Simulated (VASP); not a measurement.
Runs of VASP 6.6.1 on C. The structure is that of space group P6_3/mmc (No. 194), or close to it. The cells are those of the table. 

```tsv
cell	gap on the mesh (eV)	pressure (GPa)
a = 2.529, b = 2.529, c = 6.910 Å, angles 90.0, 90.0, 120.0°, 4 atoms	none	-20.9
a = 2.456, b = 2.456, c = 7.037 Å, angles 90.4, 89.1, 120.0°, 4 atoms	none	(a)
a = 2.493, b = 2.493, c = 7.080 Å, angles 90.0, 90.0, 120.0°, 4 atoms	none	-10.7
a = 2.566, b = 2.566, c = 6.846 Å, angles 90.0, 90.0, 120.0°, 4 atoms	none	(b)
a = 2.529, b = 2.529, c = 7.100 Å, angles 90.0, 90.0, 120.0°, 4 atoms	none	-20.5
```

Alike in all rows: task single point; level r2SCAN; potentials or basis VASP PAW PBE potentials, release 64 (C); no spin polarisation; k mesh 24 × 24 × 8; cutoff (eV) 520; smearing gaussian 0.1 eV.

**Question.** Estimate the missing entries.

**Answer.** (a) 0.7; (b) -29.7.

Caveats: the PAW data sets were made with another functional, which shifts forces and pressure a little; the stress differs along the axes, from -32 to 1 GPa (at least some runs); the stress differs along the axes, from -16 to -0 GPa (at least some runs); the stress differs along the axes, from -45 to 1 GPa (at least some runs); the stress differs along the axes, from -31 to -0 GPa (at least some runs).

A gap of «none» marks levels without a gap at the run's occupations.
